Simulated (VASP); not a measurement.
Write the native input for VASP 6.6.1 that does the following.

- Task: single point
- Functional: PBE
- Potentials or basis: VASP PAW PBE potentials, release 64 (Mg, H)
- Cutoff: 520 eV
- k mesh: 4 × 5 × 1
- Occupations: gaussian, width 0.1 eV
- Spin: no spin polarisation
- Dipole correction: yes
- Further INCAR settings: ALGO = Normal; EDIFF = 1e-07; NBANDS = 20

The structure of Mg4H lies in POSCAR:

```
Mg4H
1.0
    6.4201385733      0.0000000000      0.0000000000
    0.0000000000      5.1379129567      0.0000000000
    0.0000000000      0.0000000000     21.6644777330
Mg H
8 2
Direct
    0.0000000000      0.7500000000      0.1846340378
    0.5000000000      0.7500000000      0.1846340378
    0.2500000000      0.2500000000      0.2274076137
    0.7500000000      0.2500000000      0.2274076137
    0.2500000000      0.7500000000      0.3173234500
    0.7500000000      0.7500000000      0.3173234500
    0.0000000000      0.2500000000      0.3537808678
    0.5000000000      0.2500000000      0.3537808678
    0.6784283361      0.0833333333      0.4040936431
    0.8215716639      0.0833333333      0.4040936431
```

These files were run (other wordings do the same):

INCAR

```
SYSTEM = Mg4H
ALGO = Normal ; DIPOL = 0.5 0.5 0.297
EDIFF = 1E-7 ; ENCUT = 520
GGA = PE ; IDIPOL = 3
ISIF = 2 ; ISMEAR = 0
LASPH = .True. ; LCHARG = .False.
LDIPOL = .True. ; LREAL = .False.
LWAVE = .False. ; NBANDS = 20
NELM = 60 ; PREC = Accurate
SIGMA = 0.1
```

KPOINTS

```
k-points
0
Gamma
  4 5 1
  0 0 0
```

Potentials or basis: VASP PAW PBE potentials, release 64 (Mg, H).

The run is started by

```sh
$ cat potpaw_PBE.64/Mg/POTCAR potpaw_PBE.64/H/POTCAR > POTCAR
$ mpirun -np 1 vasp_std > vasp.out
```

Results of the run:

```json
{
 "Largest force": "1.324 eV/Å",
 "Band gap on the k mesh": "zero (bands 9 and 10 overlap by 0.54 eV)"
}
```

Run time: 4.3 min on 1 thread of Oxide Virtual Turin-like Processor (shared host), peak memory 0.62 GiB.
